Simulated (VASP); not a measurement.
Crystal: Bi2W (CdI2 type).

```
CELL_PARAMETERS angstrom
4.16498 0.00000 0.00000
-2.08249 3.60698 0.00000
0.00000 0.00000 6.66397
ATOMIC_POSITIONS crystal
W 0.00000 0.00000 0.00000
Bi 0.33333 0.66667 0.25000
Bi 0.66667 0.33333 0.75000
```

* Program: VASP 6.6.1
* Task: relaxation of cell and atoms
* Functional: PBE
* Potentials or basis: VASP PAW PBE potentials, release 64 (W_sv, Bi_d)
* Cutoff: 600 eV
* k mesh: 9 × 9 × 5
* Occupations: fermi-dirac, width 0.03 eV
* Spin: no spin polarisation

At the start: pressure -6.3 GPa; volume 33.37 Å³/atom.

Q: How do energy, volume and symmetry change on relaxing?

A: Over 64 steps the energy falls by 412.0 meV/atom and the volume is 28.12 Å³/atom (-15.7 %); space group P-3m1 (No. 164, to 0.05 Å).

Step by step:
```tsv
step	energy change (eV)	largest force (eV/Å)	pressure (GPa)	volume (Å³)
1	0.0000	0.0856	-6.28	100.11
3	-0.3240	1.4720	1.45	87.81
5	-0.7428	0.1872	12.89	68.17
7	-1.1175	0.4035	5.61	74.39
9	-1.1799	0.3487	0.04	77.52
11	-1.1803	0.2952	0.41	77.26
13	-1.2049	0.1137	-0.16	79.47
15	-1.2096	0.0050	-0.39	81.04
17	-1.2234	0.1937	1.59	80.58
19	-1.2313	0.0720	1.02	81.52
21	-1.2320	0.0269	0.80	81.89
23	-1.2342	0.0389	0.14	82.38
25	-1.2342	0.0592	-0.04	82.53
27	-1.2343	0.0492	0.00	82.51
29	-1.2345	0.0203	0.10	82.54
31	-1.2346	0.0330	-0.06	82.75
33	-1.2348	0.0199	-0.01	82.87
35	-1.2351	0.0395	0.20	83.41
37	-1.2353	0.0214	0.14	83.34
39	-1.2357	0.0036	-0.09	83.91
41	-1.2357	0.0144	-0.18	84.16
43	-1.2360	0.0162	0.08	84.35
45	-1.2360	0.0111	0.04	84.32
47	-1.2360	0.0114	0.05	84.32
49	-1.2360	0.0027	-0.03	84.44
51	-1.2360	0.0008	-0.02	84.41
53	-1.2360	0.0016	-0.04	84.40
55	-1.2360	0.0076	0.01	84.35
57	-1.2360	0.0054	0.01	84.38
59	-1.2360	0.0052	0.03	84.39
61	-1.2360	0.0035	0.01	84.39
63	-1.2360	0.0022	-0.02	84.38
64	-1.2360	0.0026	0.00	84.35
```

Final structure:
```
CELL_PARAMETERS angstrom
3.42079 0.00000 0.00000
-1.71039 2.96249 0.00000
0.00000 0.00000 8.32340
ATOMIC_POSITIONS crystal
W 0.00000 0.00000 0.00000
Bi 0.33333 0.66667 0.25466
Bi 0.66667 0.33333 0.74534
```

Caveat: the volume moved by over 15 % at a fixed basis, so the end points are rough.
